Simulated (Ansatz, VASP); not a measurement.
# One calculation of AlC, two programs

```xyz
4
Lattice="-1.6253 2.2399 2.7588 1.6253 -2.2399 2.7588 1.6253 2.2399 -2.7588" Properties=species:S:1:pos:R:3 pbc="T T T"
Al    0.0000    2.2399    1.4522
Al    1.6253    0.0000    1.3065
C     0.0000    0.8255    0.0000
C     0.0000    3.6544    0.0000
```

Alike in both runs: functional PBE; k mesh 7 × 7 × 7; occupations gaussian, width 0.2 eV; no spin polarisation.

Ansatz relaxed the structure, and its values are those at the end. VASP's run is a single point on that final structure, the one shown.

|  | VASP | Ansatz |
| --- | --- | --- |
| version | VASP 6.6.1 | Ansatz 0.2.0 |
| potentials or method | VASP PAW PBE potentials, release 64 (Al, C), cutoff 600 eV | scalar-relativistic, plane waves, PAW |
| valence electrons in the cell | 14 | 14 |

|  | VASP | Ansatz | Ansatz less VASP |
| --- | --- | --- | --- |
| gap on the k mesh at the Fermi level (eV) | none | none | - |
| pressure (GPa) | -0.7 | -0.5 | +0.18 |
| rms of the force components (eV/Å) | 0.015 | 0.020 | +0.0047 |

A gap of «none» marks a metal or a gap that the smearing closes.
